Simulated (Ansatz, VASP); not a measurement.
# Ti3Al in VASP and in Ansatz

```
CELL_PARAMETERS angstrom
0.00000 3.15378 3.15378
3.15378 0.00000 3.15378
3.15378 3.15378 0.00000
ATOMIC_POSITIONS crystal
Ti 0.75000 0.75000 0.75000
Ti 0.25000 0.25000 0.25000
Ti 0.00000 0.00000 0.00000
Al 0.50000 0.50000 0.50000
```

Alike in both runs: functional LDA; k mesh 10 × 10 × 10; occupations fermi-dirac, width 0.15 eV; no spin polarisation.

Ansatz relaxed the structure, and its values are those at the end. VASP's run is a single point on that final structure, the one shown.

|  | VASP | Ansatz |
| --- | --- | --- |
| version | VASP 6.6.1 | Ansatz 0.2.0 |
| potentials or method | VASP PAW LDA potentials, release 64 (Ti_sv, Al), cutoff 520 eV | scalar-relativistic, plane waves, PAW |
| valence electrons in the cell | 39 | 39 |

|  | VASP | Ansatz | Ansatz less VASP |
| --- | --- | --- | --- |
| gap on the k mesh at the Fermi level (eV) | none | none | - |
| pressure (GPa) | 0.0 | 0.0 | -0.05 |

Ansatz warns that its potentials were made for another functional, while VASP's fit it. LDA's correlation is that of Perdew and Zunger in VASP and of Perdew and Wang (1992) in Ansatz. A gap of «none» marks a metal or a gap that the smearing closes.
